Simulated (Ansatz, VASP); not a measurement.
MgO in VASP and in Ansatz

The input INCAR:

```
PREC = Accurate
ENCUT = 520
EDIFF = 1E-6
ISMEAR = -1
SIGMA = 0.05
LREAL = F
LASPH = T
NELM = 100
ALGO = Normal
ISIF = 2
LWAVE = F
LCHARG = F
NBANDS = 11
```

File KPOINTS:

```
Automatic mesh
0
Gamma
  10 10 10
```

File POSCAR:

```
MgO
1.0
    2.9956437857      0.0000000000      0.0000000000
   -1.4978218928      2.5943036191      0.0000000000
    0.0000000000      0.0000000000      2.7322360880
Mg O
1 1
Direct
    0.0000000000      0.0000000000      0.0000000000
    0.3333333333      0.6666666667      0.5000000000
```

The input input.yaml:

```yaml
crystal:
  lattice:
    - [2.9956437857, 0.0, 0.0]
    - [-1.4978218928, 2.5943036191, 0.0]
    - [0.0, 0.0, 2.732236088]
  atoms:
    - { symbol: Mg, position: [0.0, 0.0, 0.0] }
    - { symbol: O, position: [0.3333333333, 0.6666666667, 0.5] }
kpoints:
  mp_grid: { grid: [10, 10, 10] }
scf:
  occupations: { method: fermi_dirac, width: 0.05 }
hamiltonian:
  xc: lda
  pseudopotentials: { kind: all_electron, lapw: { basis_error: 0.001 } }
output:
  forces: true
  stress: true
  eigenvalues: true
```

Change from the starting cell: volume scaled by 1.06.

Alike in both runs: task single point; functional LDA; k mesh 10 × 10 × 10; occupations fermi-dirac, width 0.05 eV; no spin polarisation.

```csv
,VASP,Ansatz
version,VASP 6.6.1,Ansatz 0.2.0
potentials or method,"VASP PAW LDA potentials, release 64 (Mg, O), cutoff 520 eV","all-electron LAPW, scalar-relativistic"
```

|  | VASP | Ansatz | Ansatz less VASP |
| --- | --- | --- | --- |
| gap on the k mesh at the Fermi level (eV) | 2.53 | 2.54 | +0.005 |
| least direct gap on the mesh (eV) | 2.92 | 2.92 | +0.002 |
| pressure (GPa) | -17.0 | -15.3 | +1.64 |
| traceless stress, the component that is largest in VASP (GPa) | -2.07 | -1.95 | +0.120 |

LDA's correlation is that of Perdew and Zunger in VASP and of Perdew and Wang (1992) in Ansatz. Ansatz ran all-electron here, and VASP with PAW potentials.
